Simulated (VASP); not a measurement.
Wanted: the native input for a VASP 6.6.1 run.

- Task: single point
- Functional: PBE
- Potentials or basis: VASP PAW PBE potentials, release 64 (Pr_3, Bi_d, C), 4f in core
- Cutoff: 600 eV
- k mesh: 4 × 4 × 4
- Occupations: gaussian, width 0.1 eV
- Spin: no spin polarisation
- Dipole correction: no
- Further INCAR settings: ALGO = Normal; EDIFF = 1e-06; NBANDS = 22

The structure of PrBiC lies in POSCAR:

```
PrBiC
1.0
    3.7921047000      0.0000000000      0.0000000000
    0.0000000000      3.7921047000      0.0000000000
    0.0000000000      0.0000000000      6.2864348700
Pr Bi C
1 1 1
Direct
    0.5000000000      0.5000000000      0.0000000000
    0.5000000000      0.5000000000      0.5000000000
    0.0000000000      0.0000000000      0.0000000000
```

The cell was generated, and may not be a known phase.

These files were run (other wordings do the same):

INCAR

```
  PREC = Accurate
  ENCUT = 600
  EDIFF = 1E-6
  ISMEAR = 0
  SIGMA = 0.1
  LREAL = False
  LASPH = True
  NELM = 200
  ALGO = Normal
  ISIF = 2
  LWAVE = False
  LCHARG = False
  GGA = PE
  NBANDS = 22
  GGA_COMPAT = False
  LMAXMIX = 6
```

KPOINTS

```
regular mesh
0
Gamma
  4 4 4
```

Potentials or basis: VASP PAW PBE potentials, release 64 (Pr_3, Bi_d, C), 4f in core.

The run is started by

```sh
$ cat potpaw_PBE.64/Pr_3/POTCAR potpaw_PBE.64/Bi_d/POTCAR potpaw_PBE.64/C/POTCAR > POTCAR
$ mpirun -np 1 vasp_std > vasp.out
```

It gave:

```yaml
Pressure: -3.2 GPa
Band_gap_on_the_k_mesh: zero (bands 15 and 16 overlap by 1.32 eV)
```

Caveat: the k points lie up to 0.41 Å⁻¹ apart, too coarse for converged energies and pressures of a metal; spin-orbit coupling is left out, which moves the levels of the heavy elements; the 4f electrons are frozen in the core, so they carry no moment and show no levels.

It took 44 s on 1 thread of Intel(R) Xeon(R) Platinum 8259CL CPU @ 2.50GHz (Skylake/Cascade Lake), with other jobs on the host, peak memory 0.23 GiB.
